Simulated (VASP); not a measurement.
# Au (Fd-3m) in VASP: further runs, part 2 of 2

VASP 6.6.1.

### 4 Single point, r2SCAN (29.11 Å³/atom)

This run uses another cell than the first one, of 29.11 Å³/atom.

The input, POSCAR:

```
Au
1.0
    0.0000000000      3.0763636907      3.0763636907
    3.0763636907      0.0000000000      3.0763636907
    3.0763636907      3.0763636907      0.0000000000
Au
2
Direct
    0.1250000000      0.1250000000      0.1250000000
    0.8750000000      0.8750000000      0.8750000000
```

The input, INCAR.step1:

```
ALGO = Normal
EDIFF = 1E-4
ENCUT = 520
GGA = PE
ISMEAR = -1
LASPH = T
LCHARG = F
LREAL = F
LWAVE = T
NBANDS = 18
NELM = 100
PREC = Accurate
SIGMA = 0.1
```

The input, INCAR.step2:

```
ALGO = Normal
EDIFF = 1E-6
ENCUT = 520
ISIF = 2
ISMEAR = -1
ISTART = 1
LASPH = T
LCHARG = T
LELF = T
LMIXTAU = T
LREAL = F
LVHAR = T
LWAVE = F
METAGGA = R2SCAN
NBANDS = 18
NELM = 100
PREC = Accurate
SIGMA = 0.1
```

The input, KPOINTS:

```
k-points
0
Gamma
  10 10 10
```

Started as:

```console
cat potpaw_PBE.64/Au/POTCAR > POTCAR
cp INCAR.step1 INCAR
mpirun -np 1 vasp_std > vasp.out
cp INCAR.step2 INCAR
mpirun -np 1 vasp_std > vasp.out
```

Wall time 4.1 min (1 thread of AMD EPYC, shared host); peak memory 0.18 GiB.

Results (log left out):

```
Free energy            : -99.6023 eV
Pressure               : -2.1 GPa
Band gap on the k mesh : zero (bands 11 and 12 overlap by 0.71 eV)
```

Levels at points of the mesh, in eV from the Fermi level:
```tsv
k point	band 9	band 10	band 11	band 12	band 13	band 14
(0.00, 0.00, 0.00)	-2.40	-1.44	-1.44	8.78	9.87	9.87
(0.50, 0.00, 0.00)	-1.55	-1.55	-0.74	-0.45	7.02	7.02
(0.50, 0.50, 0.00)	-1.38	-1.38	0.24	0.24	3.95	3.95
```

Caveat: the PAW data sets were made with another functional, which shifts forces and pressure a little; spin-orbit coupling is left out, which moves the levels of the heavy elements.

### 5 Single point, r2SCAN (30.23 Å³/atom)

This run uses another cell than the first one, of 30.23 Å³/atom.

The input, POSCAR:

```
Au
1.0
    0.0000000000      3.1153091376      3.1153091376
    3.1153091376      0.0000000000      3.1153091376
    3.1153091376      3.1153091376      0.0000000000
Au
2
Direct
    0.1250000000      0.1250000000      0.1250000000
    0.8750000000      0.8750000000      0.8750000000
```

The input, INCAR.step1:

```
SYSTEM = Au
PREC = Accurate ; ENCUT = 520
ISMEAR = -1 ; SIGMA = 0.1
LREAL = .False. ; LASPH = .True.
NELM = 80 ; NBANDS = 18
GGA = PE ; ALGO = Normal
EDIFF = 1E-4 ; LWAVE = .True.
LCHARG = .False.
```

The input, INCAR.step2:

```
SYSTEM = Au
PREC = Accurate ; ENCUT = 520
EDIFF = 1E-7 ; ISMEAR = -1
SIGMA = 0.1 ; LREAL = .False.
LASPH = .True. ; NELM = 80
ALGO = Normal ; ISIF = 2
LWAVE = .False. ; LCHARG = .True.
METAGGA = R2SCAN ; LMIXTAU = .True.
LELF = .True. ; LVHAR = .True.
NBANDS = 18 ; ISTART = 1
```

The input, KPOINTS:

```
regular mesh
0
Gamma
  10 10 10
  0 0 0
```

Started as:

```console
cat potpaw_PBE.64/Au/POTCAR > POTCAR
cp INCAR.step1 INCAR
mpirun -np 1 vasp_std > vasp.out
cp INCAR.step2 INCAR
mpirun -np 1 vasp_std > vasp.out
```

Wall time 8.8 min (1 thread of AMD EPYC, shared host); peak memory 0.2 GiB.

It converged, with:

* Free energy: -99.5603 eV
* Pressure: -3.9 GPa
* Band gap on the k mesh: zero (bands 11 and 12 overlap by 0.71 eV)

Levels at points of the mesh, in eV from the Fermi level:
| k point | band 9 | band 10 | band 11 | band 12 | band 13 | band 14 |
| --- | --- | --- | --- | --- | --- | --- |
| (0.00, 0.00, 0.00) | -2.34 | -1.45 | -1.45 | 8.45 | 9.61 | 9.61 |
| (0.50, 0.00, 0.00) | -1.54 | -1.54 | -0.62 | -0.49 | 6.88 | 6.88 |
| (0.50, 0.50, 0.00) | -1.38 | -1.38 | 0.20 | 0.20 | 3.96 | 3.96 |

Caveat: the cell stands under tension; the PAW data sets were made with another functional, which shifts forces and pressure a little; spin-orbit coupling is left out, which moves the levels of the heavy elements.

### 6 Single point, r2SCAN (31.35 Å³/atom)

This run uses another cell than the first one, of 31.35 Å³/atom.

The input, POSCAR:

```
Au
1.0
    0.0000000000      3.1533044571      3.1533044571
    3.1533044571      0.0000000000      3.1533044571
    3.1533044571      3.1533044571      0.0000000000
Au
2
Direct
    0.1250000000      0.1250000000      0.1250000000
    0.8750000000      0.8750000000      0.8750000000
```

The input, INCAR.step1:

```
SYSTEM = Au
PREC = Accurate
ENCUT = 520
ISMEAR = -1
SIGMA = 0.1
LREAL = .False.
LASPH = .True.
NELM = 80
NBANDS = 18
GGA = PE
ALGO = Normal
EDIFF = 1E-4
LWAVE = .True.
LCHARG = .False.
```

The input, INCAR.step2:

```
SYSTEM = Au
PREC = Accurate
ENCUT = 520
EDIFF = 1E-6
ISMEAR = -1
SIGMA = 0.1
LREAL = .False.
LASPH = .True.
NELM = 80
ALGO = Normal
ISIF = 2
LWAVE = .False.
LCHARG = .False.
METAGGA = R2SCAN
LMIXTAU = .True.
NBANDS = 18
ISTART = 1
```

KPOINTS is that of step 5.

Potentials or basis: VASP PAW PBE potentials, release 64 (Au).

Started as:

```console
cat potpaw_PBE.64/Au/POTCAR > POTCAR
cp INCAR.step1 INCAR
mpirun -np 1 vasp_std > vasp.out
cp INCAR.step2 INCAR
mpirun -np 1 vasp_std > vasp.out
```

Wall time 8.6 min (1 thread of AMD EPYC, shared host); peak memory 0.2 GiB.

It converged, with:

```yaml
Free_energy: -99.4972 eV
Pressure: -5.2 GPa
Band_gap_on_the_k_mesh: zero (bands 11 and 12 overlap by 0.72 eV)
```

Levels at points of the mesh, in eV from the Fermi level:
| k point | band 9 | band 10 | band 11 | band 12 | band 13 | band 14 |
| --- | --- | --- | --- | --- | --- | --- |
| (0.00, 0.00, 0.00) | -2.28 | -1.46 | -1.46 | 8.13 | 9.36 | 9.36 |
| (0.50, 0.00, 0.00) | -1.54 | -1.54 | -0.52 | -0.52 | 6.75 | 6.75 |
| (0.50, 0.50, 0.00) | -1.39 | -1.39 | 0.17 | 0.17 | 3.96 | 3.96 |

Caveat: the cell stands under tension; the PAW data sets were made with another functional, which shifts forces and pressure a little; spin-orbit coupling is left out, which moves the levels of the heavy elements.

### 7 The runs side by side

| cell | gap on the mesh (eV) | pressure (GPa) |
| --- | --- | --- |
| a = 4.236 Å, angles 60.0°, 2 atoms | none | 3.2 |
| a = 4.294 Å, angles 60.0°, 2 atoms | none | 0.2 |
| a = 4.351 Å, angles 60.0°, 2 atoms | none | -2.1 |
| a = 4.406 Å, angles 60.0°, 2 atoms | none | -3.9 |
| a = 4.459 Å, angles 60.0°, 2 atoms | none | -5.2 |

Alike in all rows: task single point; level r2SCAN; potentials or basis VASP PAW PBE potentials, release 64 (Au); no spin polarisation; k mesh 10 × 10 × 10; cutoff (eV) 520; smearing fermi-dirac 0.1 eV.

Caveats: the PAW data sets were made with another functional, which shifts forces and pressure a little; spin-orbit coupling is left out, which moves the levels of the heavy elements; the cell stands under tension (at least some runs); the cell stands under pressure (at least some runs).

Total energies depend on the potentials used, so only differences within one code and one set of settings carry meaning.
